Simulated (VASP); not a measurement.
Crystal: BAs (rocksalt type).

```
CELL_PARAMETERS angstrom
0.00000 2.15443 2.15443
2.15443 0.00000 2.15443
2.15443 2.15443 0.00000
ATOMIC_POSITIONS crystal
B 0.00000 0.00000 0.00000
As 0.50000 0.50000 0.50000
```

- Program: VASP 6.6.1
- Task: relaxation of cell and atoms
- Functional: PBE
- Potentials or basis: VASP PAW PBE potentials, release 64 (B, As)
- Cutoff: 600 eV
- k mesh: 15 × 15 × 15
- Occupations: fermi-dirac, width 0.08 eV
- Spin: no spin polarisation

At the start: pressure 42.3 GPa; volume 10.00 Å³/atom.

Q: Where does the relaxation end?

A: Over 17 steps the energy falls by 256.6 meV/atom and the volume is 12.32 Å³/atom (+23.2 %); space group Fm-3m (No. 225, to 0.05 Å).

The path:
```tsv
step	energy change (eV)	largest force (eV/Å)	pressure (GPa)	volume (Å³)
1	0.0000	0.0000	42.25	20.00
2	-0.3103	0.0000	-14.18	28.65
3	-0.5132	0.0000	-0.16	24.68
4	-0.5131	0.0000	0.37	24.58
5	-0.5131	0.0000	0.37	24.58
6	-0.5131	0.0000	0.36	24.58
7	-0.5131	0.0000	0.35	24.58
8	-0.5131	0.0000	0.35	24.58
9	-0.5131	0.0000	0.35	24.58
10	-0.5131	0.0000	0.35	24.58
11	-0.5131	0.0000	0.34	24.58
12	-0.5131	0.0000	0.34	24.59
13	-0.5131	0.0000	0.33	24.59
14	-0.5131	0.0000	0.32	24.59
15	-0.5131	0.0000	0.29	24.60
16	-0.5132	0.0000	0.21	24.61
17	-0.5132	0.0000	0.05	24.64
```

Final structure:
```cif
data_structure
_symmetry_space_group_name_H-M 'P 1'
_symmetry_Int_Tables_number 1
_cell_length_a 3.2663
_cell_length_b 3.2663
_cell_length_c 3.2663
_cell_angle_alpha 60.000
_cell_angle_beta 60.000
_cell_angle_gamma 60.000
_cell_volume 24.64
loop_
_atom_site_label
_atom_site_type_symbol
_atom_site_fract_x
_atom_site_fract_y
_atom_site_fract_z
_atom_site_occupancy
B1 B 0.00000 0.00000 0.00000 1
As1 As 0.50000 0.50000 0.50000 1
```

Caveat: the volume moved by over 15 % at a fixed basis, so the end points are rough.
